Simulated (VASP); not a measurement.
Set up this calculation in VASP 6.6.1, as the native input.

| Quantity | Value |
| --- | --- |
| Task | relaxation of cell and atoms |
| Functional | PBE |
| Potentials or basis | VASP PAW PBE potentials, release 64 (Zn, C) |
| Cutoff | 600 eV |
| k mesh | 22 × 22 × 22 |
| Occupations | gaussian, width 0.1 eV |
| Spin | no spin polarisation |
| Dipole correction | no |
| Further INCAR settings | ALGO = Normal; EDIFF = 1e-07; IBRION = 2; EDIFFG = -0.01; NSW = 100; ISIF = 3 |

The structure of ZnC lies in POSCAR:

```
ZnC
1.0
    0.0000000000      2.1984022106      2.1984022106
    2.1984022106      0.0000000000      2.1984022106
    2.1984022106      2.1984022106      0.0000000000
Zn C
1 1
Direct
    0.0000000000      0.0000000000      0.0000000000
    0.5000000000      0.5000000000      0.5000000000
```

One way to write it, as run:

INCAR

```
PREC = Accurate
ENCUT = 600
EDIFF = 1E-7
ISMEAR = 0
SIGMA = 0.1
LREAL = False
LASPH = True
NELM = 60
ALGO = Normal
ISIF = 3
LWAVE = False
LCHARG = False
GGA = PE
IBRION = 2
NSW = 100
EDIFFG = -0.01
```

KPOINTS

```
Automatic mesh
0
Gamma
  22 22 22
```

Potentials or basis: VASP PAW PBE potentials, release 64 (Zn, C).

Command:

```bash
$ cat potpaw_PBE.64/Zn/POTCAR potpaw_PBE.64/C/POTCAR > POTCAR
$ mpirun -np 1 vasp_std > vasp.out
```

Results of the run:

```
Pressure after relaxing : 0.0 GPa
Band gap on the k mesh  : zero (bands 8 and 9 overlap by 4.23 eV)
```

Caveat: the relaxation stopped at its first step, so nothing moved.

Wall time 2.7 min on 1 thread of Oxide Virtual Turin-like Processor, with other jobs on the host, peak memory 0.22 GiB.
